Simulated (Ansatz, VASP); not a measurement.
# One calculation of BaS, two programs

```xyz
2
Lattice="0.0000 3.2118 3.2118 3.2118 0.0000 3.2118 3.2118 3.2118 0.0000" Properties=species:S:1:pos:R:3 pbc="T T T"
Ba    0.0000    0.0000    0.0000
S     3.2118    3.2118    3.2118
```

Alike in both runs: task single point; functional PBEsol; k mesh 6 × 6 × 6; no spin polarisation.

```csv
,VASP,Ansatz
version,VASP 6.6.1,Ansatz 0.2.0
potentials or method,"VASP PAW PBE potentials, release 64 (Ba_sv, S)","plane waves, PAW"
plane-wave cutoff (eV),520,420
occupations,"gaussian, width 0.01 eV",fixed
valence electrons in the cell,16,16
```

```csv
,VASP,Ansatz,Ansatz less VASP
gap on the k mesh at the Fermi level (eV),2.01,2.11,+0.095
```

VASP's potentials were made for PBE, not for PBEsol.

Neither program's run includes spin-orbit coupling.
